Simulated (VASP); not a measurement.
Runs of VASP 6.6.1 on CsPbCl3. The structure is that of space group Pm-3m (No. 221), or close to it. The cells are those of the table. 

| level | cell | smearing | gap on the mesh (eV) | pressure (GPa) |
| --- | --- | --- | --- | --- |
| PBE | a = 5.847, b = 5.847, c = 5.631 Å, 5 atoms | fermi-dirac 0.02 eV | 2.19 | -0.4 |
| r2SCAN | a = 5.677 Å, 5 atoms | gaussian 0.01 eV | 2.48 | 0.0 |
| r2SCAN | a = 5.734, b = 5.734, c = 5.662 Å, 5 atoms | gaussian 0.01 eV | (a) | -0.4 |
| r2SCAN | a = 5.847, b = 5.847, c = 5.631 Å, 5 atoms | gaussian 0.01 eV | 2.57 | -1.1 |
| r2SCAN | a = 5.734 Å, 5 atoms | gaussian 0.01 eV | 2.60 | -0.7 |
| PBE | a = 5.734 Å, 5 atoms | fermi-dirac 0.02 eV | (b) | 0.0 |

Alike in all rows: task single point; potentials or basis VASP PAW PBE potentials, release 64 (Cs_sv, Pb_d, Cl); no spin polarisation; k mesh 4 × 4 × 4; cutoff (eV) 520.

Problem. Estimate the missing entries.

Solution. (a) 2.52; (b) 2.21.

Caveats: spin-orbit coupling is left out, which moves the levels of the heavy elements; the PAW data sets were made with another functional, which shifts forces and pressure a little (at least some runs).

A k mesh can miss the band edges, and the runs leave out spin-orbit coupling on Cs, Pb.
